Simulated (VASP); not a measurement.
# AlCo (Pm-3m) in VASP: a series of runs

AlCo is run at these levels: PBE; tasks: vibrations by perturbation theory, density of states, elastic constants.

Everything below comes from runs of VASP 6.6.1. Logs are shortened: lines on timing, memory, paths and dates and some standing lists are left out, and cuts for length are marked.

### Step 1. The cell of the first run

The structure is cubic, space group Pm-3m (No. 221). The conventional cell has a = 2.854 Å, b = 2.854 Å, c = 2.854 Å, α = 90.00°, β = 90.00°, γ = 90.00°. Al (site symmetry m-3m) has 8 Co at 2.47 Å and 6 Al at 2.85 Å within 3.3 Å. Within 3.3 Å of Co (site symmetry m-3m) lie 8 Al at 2.47 Å and 6 Co at 2.85 Å.

### Step 2. Vibrations by perturbation theory, PBE

INCAR

```
ALGO = Normal
EDIFF = 1E-8
ENCUT = 520
GGA = PE
IBRION = 8
ISIF = 2
ISMEAR = -1
LASPH = T
LCHARG = F
LREAL = F
LWAVE = F
NBANDS = 13
NELM = 60
NSW = 1
PREC = Accurate
SIGMA = 0.15
```

KPOINTS

```
k-points
0
Gamma
  14 14 14
```

POSCAR

```
AlCo
1.0
    2.8541540265      0.0000000000      0.0000000000
    0.0000000000      2.8541540265      0.0000000000
    0.0000000000      0.0000000000      2.8541540265
Al Co
1 1
Direct
    0.0000000000      0.0000000000      0.0000000000
    0.5000000000      0.5000000000      0.5000000000
```

Potentials or basis: VASP PAW PBE potentials, release 64 (Al, Co).

Started as:

```bash
$ cat potpaw_PBE.64/Al/POTCAR potpaw_PBE.64/Co/POTCAR > POTCAR
$ mpirun -np 1 vasp_std > vasp.out
```

OUTCAR:

```text
EDIFF = 1E-8
   ENCUT = 520
   GGA = PE
   IBRION = 8
   ISIF = 2
   ISMEAR = -1
   LASPH = T
   LREAL = F
   NELM = 60
   NSW = 1
   PREC = Accurate

 ion  position               nearest neighbor table
   1  0.000  0.000  0.000-   2 2.47   2 2.47   2 2.47   2 2.47   2 2.47   2 2.47   2 2.47   2 2.47

   2  0.500  0.500  0.500-   1 2.47   1 2.47   1 2.47   1 2.47   1 2.47   1 2.47   1 2.47   1 2.47

  LATTYP: Found a simple cubic cell.
 ALAT       =     2.8541540265

  Lattice vectors:

 A1 = (   2.8541540265,   0.0000000000,   0.0000000000)
 A2 = (   0.0000000000,   2.8541540265,   0.0000000000)
 A3 = (   0.0000000000,   0.0000000000,   2.8541540265)

Analysis of symmetry for initial positions (statically):
=====================================================================
 Subroutine PRICEL returns:
 Original cell was already a primitive cell.

 Routine SETGRP: Setting up the symmetry group for a
 simple cubic supercell.

 Subroutine GETGRP returns: Found 48 space group operations
 (whereof 48 operations were pure point group operations)
 out of a pool of 48 trial point group operations.

The static configuration has the point symmetry O_h .

Analysis of symmetry for dynamics (positions and initial velocities):
=====================================================================
 Subroutine PRICEL returns:
 Original cell was already a primitive cell.

 Routine SETGRP: Setting up the symmetry group for a
 simple cubic supercell.

 Subroutine GETGRP returns: Found 48 space group operations
 (whereof 48 operations were pure point group operations)
 out of a pool of 48 trial point group operations.

The dynamic configuration has the point symmetry O_h .

 Subroutine INISYM returns: Found 48 space group operations
 (whereof 48 operations are pure point group operations),
 and found     1 'primitive' translations

----------------------------------------------------------------------------------------

                                     Primitive cell

  volume of cell :      23.2505

  direct lattice vectors                    reciprocal lattice vectors
     2.854154026  0.000000000  0.000000000     0.350366515  0.000000000  0.000000000
     0.000000000  2.854154026  0.000000000     0.000000000  0.350366515  0.000000000
     0.000000000  0.000000000  2.854154026     0.000000000  0.000000000  0.350366515

  length of vectors
     2.854154026  2.854154026  2.854154026     0.350366515  0.350366515  0.350366515

  position of ions in fractional coordinates (direct lattice)
     0.000000000  0.000000000  0.000000000
     0.500000000  0.500000000  0.500000000

  ion indices of the primitive-cell ions
   primitive index   ion index
                 1           1
                 2           2

----------------------------------------------------------------------------------------

 KPOINTS: k-points

Automatic generation of k-mesh.
 Grid dimensions read from file:
 generate k-points for:   14   14   14

 Generating k-lattice:

  Cartesian coordinates                     Fractional coordinates (reciprocal lattice)
     0.025026180  0.000000000  0.000000000     0.071428571  0.000000000  0.000000000
     0.000000000  0.025026180  0.000000000     0.000000000  0.071428571  0.000000000
     0.000000000  0.000000000  0.025026180     0.000000000  0.000000000  0.071428571

  Length of vectors
     0.025026180  0.025026180  0.025026180

  Shift w.r.t. Gamma in fractional coordinates (k-lattice)
     0.000000000  0.000000000  0.000000000

 Subroutine IBZKPT returns following result:
 ===========================================

[... 83 lines left out ...]
   NGX = 11   NGY = 11   NGZ = 11

--------------------------------------- Ionic step        1  -------------------------------------------

 number of electron      11.9999996 magnetization

 Free energy of the ion-electron system (eV)
  ---------------------------------------------------
  ext. energy  EPLUGINS =         0.00000000
  ---------------------------------------------------
  free energy    TOTEN  =       -12.02179955 eV

  energy without entropy =      -11.95173482  energy(sigma->0) =      -11.98676719

 E-fermi :  10.4318     XC(G=0): -12.2439

 val. band max:       10.3737928150   @ k =   0.5000   0.4286   0.0714
 cond. band min:      10.4469690727   @ k =   0.5000   0.4286   0.1429
 fundamental gap:      0.0731762577
 Fermi energy:        10.4318063526

 k-point     1 :       0.0000    0.0000    0.0000
  band No.  band energies     occupation
      1      -0.5284      2.00000
      2       7.5778      2.00000
      3       7.5778      2.00000
      4       9.6792      1.98684
      5       9.6792      1.98684
      6       9.6792      1.98684
      7      16.4597      0.00000
      8      16.4597      0.00000
      9      16.4597      0.00000
     10      19.2333      0.00000
     11      19.2333      0.00000
     12      25.5851      0.00000
     13      32.0814      0.00000
[... 354 lines left out ...]
  band No.  band energies     occupation
      1       2.5599      2.00000
      2       6.4755      2.00000
      3       8.0181      2.00000
      4       8.6870      1.99998
      5       9.0245      1.99983
      6       9.4408      1.99730
      7      11.1713      0.01435
      8      14.9610      0.00000
      9      18.8935      0.00000
     10      20.2892      0.00000
     11      22.6167      0.00000
     12      24.9967      0.00000
     13      27.2782      0.00000

 [... further k-points ...]

------------------------ aborting loop because EDIFF is reached ----------------------------------------

  FORCE on cell =-STRESS in cart. coord.  units (eV):
  Direction    XX          YY          ZZ          XY          YZ          ZX
  --------------------------------------------------------------------------------------
  -------------------------------------------------------------------------------------
  Total       -0.0093320     -0.0093320     -0.0093320      0.0000000      0.0000000     -0.0000000
  in kB       -0.6430609     -0.6430609     -0.6430609      0.0000000      0.0000000     -0.0000000
  external PRESSURE =      -0.6430609 kB  Pullay stress =       0.0000000 kB

 VOLUME and BASIS-vectors are now :
 -----------------------------------------------------------------------------
  energy-cutoff  :      520.00
  volume of cell :       23.25
      direct lattice vectors                 reciprocal lattice vectors
     2.854154026  0.000000000  0.000000000     0.350366515  0.000000000  0.000000000
     0.000000000  2.854154026  0.000000000     0.000000000  0.350366515  0.000000000
     0.000000000  0.000000000  2.854154026     0.000000000  0.000000000  0.350366515

 POSITION                                       TOTAL-FORCE (eV/Angst)
 -----------------------------------------------------------------------------------
      0.00000      0.00000      0.00000         0.000000      0.000000      0.000000
      1.42708      1.42708      1.42708         0.000000      0.000000      0.000000
 -----------------------------------------------------------------------------------
    total drift:                                0.000000      0.000000     -0.000000

  FREE ENERGIE OF THE ION-ELECTRON SYSTEM (eV)
  ---------------------------------------------------
  free  energy   TOTEN  =       -12.0217995473 eV

  energy  without entropy=      -11.9517348233  energy(sigma->0) =      -11.98676719

[... ionic steps 2 to 3 ...]

--------------------------------------- Ionic step        4  -------------------------------------------

------------------------ aborting loop because EDIFF is reached ----------------------------------------

[... ionic steps 5 to 6 ...]

--------------------------------------- Ionic step        7  -------------------------------------------

 Free energy of the ion-electron system (eV)
  ---------------------------------------------------
  ---------------------------------------------------
  free energy    TOTEN  =        -0.16759720 eV

  energy without entropy =       -0.16759720

------------------------ aborting loop because EDIFF is reached ----------------------------------------

 INTERNAL STRAIN TENSOR  FOR ION    2  DIRECTION 1   (eV/Angst):
 -----------------------------------------------------------------------------
     0.02616  0.00000 -0.00000
     0.00000  0.01222  0.00000
     0.00000  0.00000  0.01222

 INTERNAL STRAIN TENSOR FOR ION    2 for displacements in x,y,z  (eV/Angst):
          X           Y           Z          XY          YZ          ZX
  --------------------------------------------------------------------------------
  x     0.00000     0.00000     0.00000     0.00000     0.00000     0.00000
  y     0.00000     0.00000     0.00000     0.00000     0.00000     0.00000
  z     0.00000     0.00000     0.00000     0.00000     0.00000     0.00000

 SECOND DERIVATIVES (NOT SYMMETRIZED)
 ------------------------------------
               1X          1Y          1Z          2X          2Y          2Z
  1X    -7.208529   -0.000000    0.000000    7.208529    0.000000   -0.000000
  1Y    -0.000000   -7.208529    0.000000    0.000000    7.208529   -0.000000
  1Z     0.000000    0.000000   -7.208529   -0.000000   -0.000000    7.208529
  2X     7.225813    0.000000    0.000000   -7.225813   -0.000000   -0.000000
  2Y     0.000000    7.225813    0.000000   -0.000000   -7.225813   -0.000000
  2Z     0.000000    0.000000    7.225813   -0.000000   -0.000000   -7.225813

 Eigenvectors and eigenvalues of the dynamical matrix
 ----------------------------------------------------

   1 f  =    9.760257 THz    61.325503 2PiTHz  325.567127 cm-1    40.365161 meV
             X         Y         Z           dx          dy          dz
      0.000000  0.000000  0.000000    -0.827911   -0.000000    0.000000
      1.427077  1.427077  1.427077     0.560859    0.000000    0.000000
[... 21 lines left out ...]
   6 f/i=    0.005427 THz     0.034097 2PiTHz    0.181015 cm-1     0.022443 meV
             X         Y         Z           dx          dy          dz
      0.000000  0.000000  0.000000    -0.000000   -0.560859    0.000000
      1.427077  1.427077  1.427077    -0.000000   -0.827911    0.000000

--------------------------------------------------------------------------------------------------------

 ELASTIC MODULI CONTR FROM IONIC RELAXATION (kBar)
 Direction    XX          YY          ZZ          XY          YZ          ZX
 --------------------------------------------------------------------------------
 XX           0.0000      0.0000      0.0000      0.0000      0.0000      0.0000
 YY           0.0000      0.0000      0.0000      0.0000      0.0000      0.0000
 ZZ           0.0000      0.0000      0.0000      0.0000      0.0000      0.0000
 XY           0.0000      0.0000      0.0000      0.0000      0.0000      0.0000
 YZ           0.0000      0.0000      0.0000      0.0000      0.0000      0.0000
 ZX           0.0000      0.0000      0.0000      0.0000      0.0000      0.0000
 --------------------------------------------------------------------------------
```

It took 2.5 min on 1 thread of Intel Xeon 6975P-C (Granite Rapids), shared host; peak memory 0.33 GiB.

Results:

| Item | Value |
| --- | --- |
| Highest phonon frequency at Γ, LO-TO splitting left out | 326 cm⁻¹ |

Phonon frequencies in cm⁻¹ (negative: imaginary):
| q point | frequencies |
| --- | --- |
| (0.000, 0.000, 0.000) | 0 0 0 326 326 326 |

Spin polarisation is off, so any magnetic state and its effect on volume and gap are missing.

### Step 3. Density of states, PBE

This run uses another cell than the first one, of 11.60 Å³/atom, 0.998 times its volume.

POSCAR

```
AlCo
1.0
    2.8519024094      0.0000000000      0.0000000000
    0.0000000000      2.8519024094      0.0000000000
    0.0000000000      0.0000000000      2.8519024094
Al Co
1 1
Direct
    0.0000000000      0.0000000000      0.0000000000
    0.5000000000      0.5000000000      0.5000000000
```

INCAR.step1

```
SYSTEM = AlCo
ALGO = Normal ; EDIFF = 1E-7
ENCUT = 520 ; GGA = PE
ISIF = 2 ; ISMEAR = 0
LASPH = .True. ; LCHARG = .True.
LMAXMIX = 4 ; LREAL = .False.
LWAVE = .False. ; NBANDS = 13
NELM = 60 ; PREC = Accurate
SIGMA = 0.1
```

KPOINTS.step1

```
k-points
0
Gamma
  14 14 14
  0 0 0
```

INCAR.step2

```
SYSTEM = AlCo
ALGO = Normal ; EDIFF = 1E-7
ENCUT = 520 ; GGA = PE
ICHARG = 11 ; ISIF = 2
ISMEAR = -5 ; LASPH = .True.
LCHARG = .False. ; LMAXMIX = 4
LORBIT = 11 ; LREAL = .False.
LWAVE = .False. ; NEDOS = 1001
NELM = 60 ; PREC = Accurate
SIGMA = 0.1
```

KPOINTS.step2

```
k-points
0
Gamma
  21 21 21
  0 0 0
```

Potentials or basis: VASP PAW PBE potentials, release 64 (Al, Co).

Started as:

```bash
$ cat potpaw_PBE.64/Al/POTCAR potpaw_PBE.64/Co/POTCAR > POTCAR
$ cp INCAR.step1 INCAR
$ cp KPOINTS.step1 KPOINTS
$ mpirun -np 1 vasp_std > vasp.out
$ cp INCAR.step2 INCAR
$ cp KPOINTS.step2 KPOINTS
$ mpirun -np 1 vasp_std > vasp.out
```

It took 2.2 min on 1 thread of AMD EPYC 7R13, shared host; peak memory 0.17 GiB.

Results (log left out):

| Property | Result |
| --- | --- |
| Valence electrons inside the program's atomic spheres | Al 0.82; Co 8.44 |

Levels at points of the mesh, in eV from the Fermi level:
| k point | band 2 | band 3 | band 4 | band 5 | band 6 | band 7 | band 8 | band 9 | band 10 |
| --- | --- | --- | --- | --- | --- | --- | --- | --- | --- |
| (0.00, 0.00, 0.00) | -2.97 | -2.97 | -0.86 | -0.86 | -0.86 | 5.93 | 5.93 | 5.93 | 8.70 |

Caveat: tetrahedron occupations give inexact forces and stress in metals.

### Step 4. Elastic constants, PBE

INCAR

```
PREC = Accurate ; ENCUT = 600
EDIFF = 1E-8 ; ISMEAR = -1
SIGMA = 0.15 ; LREAL = F
LASPH = T ; NELM = 80
ALGO = Fast ; ISIF = 3
LWAVE = F ; LCHARG = T
GGA = PE ; IBRION = 6
NFREE = 2 ; POTIM = 0.015
NSW = 1
```

KPOINTS

```
regular mesh
0
Gamma
  14 14 14
```

POSCAR

```
AlCo
1.0
    2.8541540265      0.0000000000      0.0000000000
    0.0000000000      2.8541540265      0.0000000000
    0.0000000000      0.0000000000      2.8541540265
Al Co
1 1
Direct
    0.0000000000      0.0000000000      0.0000000000
    0.5000000000      0.5000000000      0.5000000000
```

Started as:

```bash
$ cat potpaw_PBE.64/Al/POTCAR potpaw_PBE.64/Co/POTCAR > POTCAR
$ mpirun -np 1 vasp_std > vasp.out
```

It took 35 min on 1 thread of Oxide Virtual Turin-like, shared host; peak memory 0.5 GiB.

It converged, with:

- Elastic constants C11, C12, C44: 275, 128, 139 GPa
- Voigt bulk modulus: 177 GPa
- Highest phonon frequency at Γ, LO-TO splitting left out: 326 cm⁻¹

Phonon frequencies in cm⁻¹ (negative: imaginary):
```
              q point        frequencies
(0.000, 0.000, 0.000)  0 0 0 326 326 326
```

Elastic tensor in Voigt notation (GPa, in the Cartesian axes of the cell as first typed):
```
275 128 128   0   0   0
128 275 128   0   0   0
128 128 275   0   0   0
  0   0   0 139   0   0
  0   0   0   0 139   0
  0   0   0   0   0 139
```

Clamped-ion elastic tensor (GPa):
```
275 128 128   0   0   0
128 275 128   0   0   0
128 128 275   0   0   0
  0   0   0 139   0   0
  0   0   0   0 139   0
  0   0   0   0   0 139
```
